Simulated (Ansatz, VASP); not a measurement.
# One calculation of Sn3Ru, two programs

INCAR

```
ALGO     = Normal         # electronic algorithm
EDIFF    = 1E-6           # SCF threshold, eV
EDIFFG   = -0.04          # ionic threshold
ENCUT    = 600            # plane-wave cutoff, eV
GGA      = PE             # functional
IBRION   = 2              # ionic algorithm
ISIF     = 3              # what is computed and relaxed
ISMEAR   = 0              # smearing method
LASPH    = T              # aspherical terms in the spheres
LCHARG   = F              # write CHGCAR
LREAL    = F              # projectors in reciprocal space
LWAVE    = F              # write WAVECAR
NELM     = 80             # most SCF steps
NSW      = 90             # ionic steps
PREC     = Accurate       # precision mode
SIGMA    = 0.1            # smearing width, eV
```

The input KPOINTS:

```
k-points
0
Gamma
  4 4 4
```

File POSCAR:

```
Sn3Ru
1.0
    0.0000000000      4.0218970100      4.0218970100
    4.0218970100      0.0000000000      4.0218970100
    4.0218970100      4.0218970100      0.0000000000
Sn Ru
3 1
Direct
    0.2500000000      0.2500000000      0.2500000000
    0.7500000000      0.7500000000      0.7500000000
    0.5000000000      0.5000000000      0.5000000000
    0.0000000000      0.0000000000      0.0000000000
```

Input for Ansatz:

```yaml
crystal:
  lattice:
    - [0.0, 4.02189701, 4.02189701]
    - [4.02189701, 0.0, 4.02189701]
    - [4.02189701, 4.02189701, 0.0]
  atoms:
    - { symbol: Sn, position: [0.25, 0.25, 0.25] }
    - { symbol: Sn, position: [0.75, 0.75, 0.75] }
    - { symbol: Sn, position: [0.5, 0.5, 0.5] }
    - { symbol: Ru, position: [0.0, 0.0, 0.0] }
basis:
  ecutwfc: 420
kpoints:
  mp_grid: { grid: [4, 4, 4] }
hamiltonian:
  xc: pbe
scf:
  occupations: { method: gaussian, width: 0.1 }
  lower_state_search: "off"
output:
  forces: true
  stress: true
  eigenvalues: true
relax:
  adjacent_minimum: "off"
  f_tol: 0.04
  max_steps: 70
  cell: { stress_tol: 0.4 }
```

Change from the starting cell: species swapped into the Rb3Cd type (Fm-3m, No. 225).

Alike in both runs: task relaxation of cell and atoms; functional PBE; k mesh 4 × 4 × 4; occupations gaussian, width 0.1 eV; no spin polarisation.

|  | VASP | Ansatz |
| --- | --- | --- |
| version | VASP 6.6.1 | Ansatz 0.2.0 |
| potentials or method | VASP PAW PBE potentials, release 64 (Sn_d, Ru_pv), cutoff 600 eV | scalar-relativistic, plane waves, PAW |
| valence electrons in the cell | 56 | 58 |

```csv
,VASP,Ansatz,Ansatz less VASP
"gap on the k mesh at the Fermi level, each at its own relaxed structure (eV)",none,none,-
relaxed volume (Å³/atom),21.83,21.82,-0.003
relaxed cell length with the largest relative difference (Å),4.979,4.979,-0.0002
```

A gap of «none» marks a metal or a gap that the smearing closes. VASP's potentials hold 56 valence electrons a cell and Ansatz's 58, so a difference there can come from the potentials and not from the codes.

Noted on VASP's run: the volume moved by over 15 % at a fixed basis, so the end points are rough.
